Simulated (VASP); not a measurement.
# Bi2Te2O (P-4m2) in VASP: notebook

Runs on Bi2Te2O. Level: PBE. Tasks: single point.

Everything below comes from runs of VASP 6.6.1. Logs are shortened: lines on timing, memory, paths and dates and some standing lists are left out, and cuts for length are marked.

## Step 1: The cell of the first run

Symmetry: P-4m2, No. 115, tetragonal system. Conventional cell: a = 5.263 Å, b = 5.263 Å, c = 5.093 Å, α = 90.00°, β = 90.00°, γ = 90.00°. Within 3.7 Å of Bi (site symmetry 2mm) lie 4 Te at 2.78 to 3.10 Å and 2 O at 2.78 Å. Te (site symmetry -4m2) has 2 O at 2.55 Å and 4 Bi at 3.10 Å within 3.4 Å. Te (site symmetry -4m2) has 4 Bi at 2.78 Å and 4 O at 3.72 Å within 3.8 Å. Within 3.4 Å of O (site symmetry -4m2) lie 2 Te at 2.55 Å and 4 Bi at 2.78 Å.

The cell was built from a structure type or drawn by symmetry, and may not be a known phase.

## Step 2: Single point, PBE

Contents of INCAR:

```
PREC = Accurate
ENCUT = 520
EDIFF = 1E-7
ISMEAR = 0
SIGMA = 0.1
LREAL = False
LASPH = True
NELM = 80
ALGO = Normal
ISIF = 2
LWAVE = False
LCHARG = False
GGA = PE
NBANDS = 32
```

Contents of KPOINTS:

```
Automatic mesh
0
Gamma
  4 4 4
```

Contents of POSCAR:

```
Bi2Te2O
1.0
    5.2626653500      0.0000000000      0.0000000000
    0.0000000000      5.2626653500      0.0000000000
    0.0000000000      0.0000000000      5.0931158400
Bi Te O
2 2 1
Direct
    0.0000000000      0.5000000000      0.1772806200
    0.5000000000      0.0000000000      0.8227193800
    0.0000000000      0.0000000000      0.5000000000
    0.5000000000      0.5000000000      0.0000000000
    0.0000000000      0.0000000000      0.0000000000
```

Potentials or basis: VASP PAW PBE potentials, release 64 (Bi_d, Te, O).

Started as:

```bash
$ cat potpaw_PBE.64/Bi_d/POTCAR potpaw_PBE.64/Te/POTCAR potpaw_PBE.64/O/POTCAR > POTCAR
$ mpirun -np 1 vasp_std > vasp.out
```

OUTCAR:

```text
PREC = Accurate
   ENCUT = 520
   EDIFF = 1E-7
   ISMEAR = 0
   LREAL = False
   LASPH = True
   NELM = 80
   ISIF = 2
   GGA = PE

 ion  position               nearest neighbor table
   1  0.000  0.500  0.177-   4 2.78   5 2.78   5 2.78   4 2.78   3 3.10   3 3.10
   2  0.500  0.000  0.823-   4 2.78   5 2.78   4 2.78   5 2.78   3 3.10   3 3.10
   3  0.000  0.000  0.500-   5 2.55   5 2.55   1 3.10   2 3.10   1 3.10   2 3.10
   4  0.500  0.500  0.000-   1 2.78   2 2.78   2 2.78   1 2.78
   5  0.000  0.000  0.000-   3 2.55   3 2.55   1 2.78   2 2.78   1 2.78   2 2.78

  LATTYP: Found a simple tetragonal cell.
 ALAT       =     5.2626653500
 C/A-ratio  =     0.9677825781

  Lattice vectors:

 A1 = (   5.2626653500,   0.0000000000,   0.0000000000)
 A2 = (   0.0000000000,   5.2626653500,   0.0000000000)
 A3 = (   0.0000000000,   0.0000000000,   5.0931158400)

Analysis of symmetry for initial positions (statically):
=====================================================================
 Subroutine PRICEL returns:
 Original cell was already a primitive cell.

 Routine SETGRP: Setting up the symmetry group for a
 simple tetragonal supercell.

 Subroutine GETGRP returns: Found  8 space group operations
 (whereof  8 operations were pure point group operations)
 out of a pool of 16 trial point group operations.

The static configuration has the point symmetry D_2d.

Analysis of symmetry for dynamics (positions and initial velocities):
=====================================================================
 Subroutine PRICEL returns:
 Original cell was already a primitive cell.

 Routine SETGRP: Setting up the symmetry group for a
 simple tetragonal supercell.

 Subroutine GETGRP returns: Found  8 space group operations
 (whereof  8 operations were pure point group operations)
 out of a pool of 16 trial point group operations.

The dynamic configuration has the point symmetry D_2d.

 Subroutine INISYM returns: Found  8 space group operations
 (whereof  8 operations are pure point group operations),
 and found     1 'primitive' translations

----------------------------------------------------------------------------------------

                                     Primitive cell

  volume of cell :     141.0571

  direct lattice vectors                    reciprocal lattice vectors
     5.262665350  0.000000000  0.000000000     0.190017783  0.000000000  0.000000000
     0.000000000  5.262665350  0.000000000     0.000000000  0.190017783  0.000000000
     0.000000000  0.000000000  5.093115840     0.000000000  0.000000000  0.196343463

  length of vectors
     5.262665350  5.262665350  5.093115840     0.190017783  0.190017783  0.196343463

  position of ions in fractional coordinates (direct lattice)
     0.000000000  0.500000000  0.177280620
     0.500000000  0.000000000  0.822719380
     0.000000000  0.000000000  0.500000000
     0.500000000  0.500000000  0.000000000
     0.000000000  0.000000000  0.000000000

  ion indices of the primitive-cell ions
   primitive index   ion index
                 1           1
                 2           2
                 3           3
                 4           4
                 5           5

----------------------------------------------------------------------------------------

 KPOINTS: Automatic mesh

Automatic generation of k-mesh.
 Grid dimensions read from file:
 generate k-points for:    4    4    4

 Generating k-lattice:

  Cartesian coordinates                     Fractional coordinates (reciprocal lattice)
     0.047504446  0.000000000  0.000000000     0.250000000  0.000000000  0.000000000
     0.000000000  0.047504446  0.000000000     0.000000000  0.250000000  0.000000000
     0.000000000  0.000000000  0.049085866     0.000000000  0.000000000  0.250000000

  Length of vectors
     0.047504446  0.047504446  0.049085866

  Shift w.r.t. Gamma in fractional coordinates (k-lattice)
     0.000000000  0.000000000  0.000000000

 Subroutine IBZKPT returns following result:
 ===========================================

 Found     18 irreducible k-points:

 Following reciprocal coordinates:
            Coordinates               Weight
  0.000000  0.000000  0.000000      1.000000
  0.250000  0.000000  0.000000      4.000000
  0.500000  0.000000  0.000000      2.000000
  0.250000  0.250000  0.000000      4.000000
  0.500000  0.250000  0.000000      4.000000
  0.500000  0.500000  0.000000      1.000000
[... 10 lines left out ...]
  0.500000  0.250000  0.500000      4.000000
  0.500000  0.500000  0.500000      1.000000
   k-points           NKPTS =     18   k-points in BZ     NKDIM =     18   number of bands    NBANDS=     32
   number of dos      NEDOS =    301   number of ions     NIONS =      5
   total plane-waves  NPLWV =  64000
   dimension x,y,z NGX =    40 NGY =   40 NGZ =   40
   dimension x,y,z NGXF=    80 NGYF=   80 NGZF=   80
   ions per type =               2   2   1
   NGX,Y,Z   is equivalent  to a cutoff of  12.64, 12.64, 13.06 a.u.
   NGXF,Y,Z  is equivalent  to a cutoff of  25.27, 25.27, 26.11 a.u.
 SYSTEM =  unknown system
   PREC   = accura    normal or accurate (medium, high low for compatibility)
   ISTART =      0    job   : 0-new  1-cont  2-samecut
   ICHARG =      2    charge: 1-file 2-atom 10-const
   ISPIN  =      1    spin polarized calculation?
   LNONCOLLINEAR =      F non collinear calculations
   LSORBIT =      F    spin-orbit coupling
   LASPH  =      T    aspherical Exc in radial PAW
   ENCUT  =  520.0 eV  38.22 Ry    6.18 a.u.   9.79  9.79  9.47*2*pi/ulx,y,z
   NELM   =     80;   NELMIN=  2; NELMDL= -5     # of ELM steps
   EDIFF  = 0.1E-06   stopping-criterion for ELM
   LREAL  =      F    real-space projection
   EDIFFG = 0.1E-05   stopping-criterion for IOM
   NSW    =      0    number of steps for IOM
   IBRION =     -1    ionic relax: 0-MD 1-quasi-New 2-CG
   NFREE  =      0    steps in history (QN), initial steepest desc. (CG)
   ISIF   =      2    stress and relaxation
   ISYM   =      2    0-nonsym 1-usesym 2-fastsym
   POTIM  = 0.5000    time-step for ionic-motion
   TEBEG  =    0.0;   TEEND  =   0.0 temperature during run
   PSTRESS=    0.0 pullay stress
   NELECT =      48.0000    total number of electrons
   NUPDOWN=      -1.0000    fix difference up-down
   EMIN   =  10.00;   EMAX   =-10.00  energy-range for DOS
   EFERMI =   0.00;   METHOD = LEGACY
   ISMEAR =     0;   SIGMA  =   0.10  broadening in eV -4-tet -1-fermi 0-gaus
   EFERMI_NEDOS =   21; number of points for ismear=-14 and -15
   IALGO  =     38    algorithm
   IMIX   =      4    mixing-type and parameters
     AMIX     =   0.40;   BMIX     =  1.00
     AMIX_MAG =   1.60;   BMIX_MAG =  1.00
  volume/ion in A,a.u.               =      28.21       190.38
  Fermi-wavevector in a.u.,A,eV,Ry     =   1.142940  2.159844 17.773462  1.306313
  Thomas-Fermi vector in A             =   2.279637
   LORBIT       =      0    0 simple, 1 ext, 2 COOP (PROOUT), +10 PAW based schemes
   GGA     = PE    functional components
   LHFCALC =     F    Hartree Fock is set to
   AEXX    =    0.0000 exact exchange contribution
   IVDW    =     0    specifies the selected vdW correction
   LEPSILON=     F    determine dielectric tensor
   LRPA    =     F    only Hartree local field effects (RPA)
 non-spin polarized calculation
 Gauss-broadening in eV      SIGMA  =   0.10
  energy-cutoff  :      520.00
  volume of cell :      141.06
 maximum number of plane-waves:      3828
 NGX is ok and might be reduce to    40
   NGX = 19   NGY = 19   NGZ = 19

 number of electron      47.9999999 magnetization

 Free energy of the ion-electron system (eV)
  ---------------------------------------------------
  ext. energy  EPLUGINS =         0.00000000
  ---------------------------------------------------
  free energy    TOTEN  =       -18.51336363 eV

  energy without entropy =      -18.50830554  energy(sigma->0) =      -18.51083458

 E-fermi :   6.8037     XC(G=0):  -9.4330

 val. band max:        6.8034851608   @ k =   0.5000   0.0000   0.2500
 cond. band min:       6.9283139958   @ k =   0.2500   0.2500   0.0000
 fundamental gap:      0.1248288350
 Fermi energy:         6.8036936919

 k-point     1 :       0.0000    0.0000    0.0000
  band No.  band energies     occupation
      1     -16.8626      2.00000
      2     -16.8080      2.00000
      3     -16.7765      2.00000
      4     -16.7570      2.00000
      5     -16.7570      2.00000
      6     -16.7501      2.00000
[... 24 lines left out ...]
     31      12.0329      0.00000
     32      12.0329      0.00000

 k-point     2 :       0.2500    0.0000    0.0000
  band No.  band energies     occupation
      1     -16.8517      2.00000
      2     -16.8128      2.00000
      3     -16.7756      2.00000
      4     -16.7610      2.00000
      5     -16.7550      2.00000
      6     -16.7483      2.00000
[... 24 lines left out ...]
     31      11.3989      0.00000
     32      11.4154      0.00000

 k-point     3 :       0.5000    0.0000    0.0000
  band No.  band energies     occupation
      1     -16.8347      2.00000
      2     -16.8237      2.00000
      3     -16.7740      2.00000
      4     -16.7651      2.00000
      5     -16.7530      2.00000
      6     -16.7471      2.00000
[... 24 lines left out ...]
     31      10.6711      0.00000
     32      11.1800      0.00000

 k-point     4 :       0.2500    0.2500    0.0000
  band No.  band energies     occupation
      1     -16.8421      2.00000
      2     -16.8145      2.00000
      3     -16.7747      2.00000
      4     -16.7611      2.00000
      5     -16.7596      2.00000
      6     -16.7451      2.00000
[... 24 lines left out ...]
     31      11.1142      0.00000
     32      12.2327      0.00000

 k-point     5 :       0.5000    0.2500    0.0000
  band No.  band energies     occupation
      1     -16.8273      2.00000
      2     -16.8215      2.00000
      3     -16.7730      2.00000
      4     -16.7652      2.00000
      5     -16.7595      2.00000
      6     -16.7432      2.00000
[... 374 lines left out ...]
     31      13.2703      0.00000
     32      13.3982      0.00000

 k-point    16 :       0.2500    0.2500    0.5000
  band No.  band energies     occupation
      1     -16.8405      2.00000
      2     -16.8155      2.00000
      3     -16.7750      2.00000
      4     -16.7626      2.00000
      5     -16.7583      2.00000
      6     -16.7457      2.00000
[... 24 lines left out ...]
     31      13.0312      0.00000
     32      13.3529      0.00000

 k-point    17 :       0.5000    0.2500    0.5000
  band No.  band energies     occupation
      1     -16.8271      2.00000
      2     -16.8213      2.00000
      3     -16.7738      2.00000
      4     -16.7655      2.00000
      5     -16.7586      2.00000
      6     -16.7445      2.00000
[... 24 lines left out ...]
     31      12.7081      0.00000
     32      13.1298      0.00000

 k-point    18 :       0.5000    0.5000    0.5000
  band No.  band energies     occupation
      1     -16.8193      2.00000
      2     -16.8193      2.00000
      3     -16.7702      2.00000
      4     -16.7651      2.00000
      5     -16.7651      2.00000
      6     -16.7439      2.00000
[... 24 lines left out ...]
     31      11.6055      0.00000
     32      12.6088      0.00000

------------------------ aborting loop because EDIFF is reached ----------------------------------------

  FORCE on cell =-STRESS in cart. coord.  units (eV):
  Direction    XX          YY          ZZ          XY          YZ          ZX
  --------------------------------------------------------------------------------------
  -------------------------------------------------------------------------------------
  Total       10.4264274     10.4264274      2.9572749      0.0000000     -0.0000000      0.0000000
  in kB      118.4270854    118.4270854     33.5897843      0.0000000     -0.0000000      0.0000000
  external PRESSURE =      90.1479851 kB  Pullay stress =       0.0000000 kB

 VOLUME and BASIS-vectors are now :
 -----------------------------------------------------------------------------
  energy-cutoff  :      520.00
  volume of cell :      141.06
      direct lattice vectors                 reciprocal lattice vectors
     5.262665350  0.000000000  0.000000000     0.190017783  0.000000000  0.000000000
     0.000000000  5.262665350  0.000000000     0.000000000  0.190017783  0.000000000
     0.000000000  0.000000000  5.093115840     0.000000000  0.000000000  0.196343463

 POSITION                                       TOTAL-FORCE (eV/Angst)
 -----------------------------------------------------------------------------------
      0.00000      2.63133      0.90291        -0.000000      0.000000      0.911438
      2.63133      0.00000      4.19021        -0.000000      0.000000     -0.911438
      0.00000      0.00000      2.54656        -0.000000      0.000000      0.000000
      2.63133      2.63133      0.00000        -0.000000     -0.000000      0.000000
      0.00000      0.00000      0.00000         0.000000      0.000000      0.000000
 -----------------------------------------------------------------------------------
    total drift:                               -0.000000      0.000000     -0.000000

  FREE ENERGIE OF THE ION-ELECTRON SYSTEM (eV)
  ---------------------------------------------------
  free  energy   TOTEN  =       -18.5133636273 eV

  energy  without entropy=      -18.5083055375  energy(sigma->0) =      -18.51083458
```

Run time: 58 s. Hardware: 1 thread of Intel Xeon 6975P-C (Granite Rapids), shared host; peak memory 0.28 GiB.

Results:

```
Free energy            : -18.5134 eV
Pressure               : 9.0 GPa
Largest force          : 0.911 eV/Å
Band gap on the k mesh : zero (bands 24 and 25 overlap by 1.59 eV)
```

Forces on the atoms (eV/Å):
```
Bi   0.000  0.000  0.911
Bi   0.000  0.000 -0.911
Te   0.000  0.000  0.000
Te   0.000  0.000  0.000
O    0.000  0.000  0.000
```

Caveat: the cell stands under pressure; spin-orbit coupling is left out, which moves the levels of the heavy elements.

## Step 3: Single point, PBE

This run uses another cell than the first one, of 29.73 Å³/atom.

Contents of INCAR:

```
  PREC = Accurate
  ENCUT = 520
  EDIFF = 1E-6
  ISMEAR = 0
  SIGMA = 0.1
  LREAL = F
  LASPH = T
  NELM = 80
  ALGO = Normal
  ISIF = 2
  LWAVE = F
  LCHARG = T
  GGA = PE
  LELF = T
  LVHAR = T
  NBANDS = 32
```

KPOINTS is that of step 2.

Contents of POSCAR:

```
Bi2Te2O
1.0
    5.8306264526      0.0000000000      0.0000000000
    0.0000000000      5.8306264526      0.0000000000
    0.0000000000      0.0000000000      4.3721749384
Bi Te O
2 2 1
Direct
    0.0000000000      0.5000000000      0.2368828393
    0.5000000000      0.0000000000      0.7631171607
    0.0000000000      0.0000000000      0.5000000000
    0.5000000000      0.5000000000      0.0000000000
    0.0000000000      0.0000000000      0.0000000000
```

Potentials or basis: VASP PAW PBE potentials, release 64 (Bi_d, Te, O).

Started as:

```bash
$ cat potpaw_PBE.64/Bi_d/POTCAR potpaw_PBE.64/Te/POTCAR potpaw_PBE.64/O/POTCAR > POTCAR
$ mpirun -np 1 vasp_std > vasp.out
```

Run time: 62 s. Hardware: 1 thread of Intel Xeon 6975P-C (Granite Rapids), shared host; peak memory 0.31 GiB.

Results (log left out):

```yaml
Free_energy: -19.3723 eV
Pressure: -0.2 GPa
Largest_force: 0.005 eV/Å
Band_gap_on_the_k_mesh: zero (bands 24 and 25 overlap by 0.96 eV)
```

Forces in eV/Å, atoms in the order of the input:
```
Bi   0.000  0.000 -0.005
Bi   0.000  0.000  0.005
Te   0.000  0.000  0.000
Te   0.000  0.000  0.000
O    0.000  0.000  0.000
```

Stress tensor (GPa, compression positive):
```
-0.14  0.00  0.00
 0.00 -0.14  0.00
 0.00  0.00 -0.22
```

Levels at points of the mesh, in eV from the Fermi level:
```tsv
k point	band 21	band 22	band 23	band 24	band 25	band 26	band 27	band 28
(0.00, 0.00, 0.00)	-1.23	-1.06	-1.06	0.04	0.63	2.10	2.10	3.41
(0.50, 0.00, 0.00)	-1.94	-1.30	-1.10	0.36	0.90	1.23	1.90	2.79
(0.50, 0.50, 0.00)	-2.28	-0.84	-0.84	-0.56	-0.41	-0.10	1.09	2.38
(0.00, 0.00, 0.50)	-2.62	-2.62	-1.97	-1.72	-0.30	1.14	1.76	1.76
(0.50, 0.00, 0.50)	-2.80	-2.26	-1.74	-0.67	0.18	0.47	0.98	1.84
(0.50, 0.50, 0.50)	-2.08	-1.84	-0.79	-0.79	0.85	1.03	1.27	1.27
```

Caveat: spin-orbit coupling is left out, which moves the levels of the heavy elements.
